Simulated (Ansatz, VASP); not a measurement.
CsH: VASP beside Ansatz

Contents of INCAR:

```
SYSTEM = CsH
  PREC = Accurate
  ENCUT = 520
  EDIFF = 1E-6
  ISMEAR = 0
  SIGMA = 0.05
  LREAL = .FALSE.
  LASPH = .TRUE.
  NELM = 100
  ALGO = Normal
  ISIF = 2
  LWAVE = .FALSE.
  LCHARG = .FALSE.
  GGA = CA
  NBANDS = 12
```

The input KPOINTS:

```
regular mesh
0
G
  8 8 8
  0 0 0
```

The input POSCAR:

```
CsH
1.0
    0.2091328000      3.1880000000      3.1880000000
    3.1880000000      0.2091328000      3.1880000000
    3.3971328000      3.3971328000      0.0000000000
Cs H
1 1
Direct
    0.0000000000      0.0000000000      0.0000000000
    0.5000000000      0.5000000000      0.5000000000
```

Input for Ansatz:

```yaml
crystal:
  lattice:
    - [0.2091328, 3.188, 3.188]
    - [3.188, 0.2091328, 3.188]
    - [3.3971328, 3.3971328, 0.0]
  atoms:
    - { symbol: Cs, position: [0.0, 0.0, 0.0] }
    - { symbol: H, position: [0.5, 0.5, 0.5] }
basis:
  ecutwfc: 420
kpoints:
  mp_grid: { grid: [8, 8, 8] }
hamiltonian:
  xc: lda
scf:
  occupations: { method: gaussian, width: 0.05 }
output:
  forces: true
  stress: true
  eigenvalues: true
  write_density: true
  write_potential: true
  elf: true
  volumetric_format: npy
```

Change from the starting cell: strain +0.1312 x Voigt [0, 0, 0, 0, 0, 1], atoms carried along.

Alike in both runs: task single point; functional LDA; k mesh 8 × 8 × 8; occupations gaussian, width 0.05 eV; no spin polarisation.

|  | VASP | Ansatz |
| --- | --- | --- |
| version | VASP 6.6.1 | Ansatz 0.2.0 |
| potentials or method | VASP PAW LDA potentials, release 64 (Cs_sv, H), cutoff 520 eV | scalar-relativistic, plane waves, PAW |
| valence electrons in the cell | 10 | 10 |

VASP gave:

| Property | Result |
| --- | --- |
| gap on the k mesh at the Fermi level (eV) | 1.85 |
| least direct gap on the mesh (eV) | 1.93 |
| pressure (GPa) | -1.3 |
| traceless stress, the component that is largest in VASP (GPa) | -0.74 |

Q: Estimate Ansatz's values.

A: gap on the k mesh at the Fermi level (eV): 1.87; least direct gap on the mesh (eV): 1.95; pressure (GPa): -1.3; traceless stress, the component that is largest in VASP (GPa): -0.74.

LDA's correlation is that of Perdew and Zunger in VASP and of Perdew and Wang (1992) in Ansatz.

Spin-orbit coupling is off throughout.
